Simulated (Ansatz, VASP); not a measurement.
One calculation of WC, two programs

```xyz
2
Lattice="0.0000 2.1927 2.1927 2.1927 0.0000 2.1927 2.1927 2.1927 0.0000" Properties=species:S:1:pos:R:3 pbc="T T T"
W     0.0000    0.0000    0.0000
C     2.1927    2.1927    2.1927
```

Alike in both runs: task single point; functional PBE; k mesh 10 × 10 × 10; occupations gaussian, width 0.029 eV; no spin polarisation.

|  | VASP | Ansatz |
| --- | --- | --- |
| version | VASP 6.6.1 | Ansatz 0.2.0 |
| potentials or method | VASP PAW PBE potentials, release 64 (W_sv, C) | Ansatz PAW |
| plane-wave cutoff (eV) | 520 | 420 |
| valence electrons in the cell | 18 | 18 |

```csv
,VASP,Ansatz,Ansatz less VASP
gap on the k mesh at the Fermi level (eV),none,none,-
pressure (GPa),-0.6,-1.5,-0.88
```

A gap of «none» marks a metal or a gap that the smearing closes.

Spin-orbit coupling is off throughout.
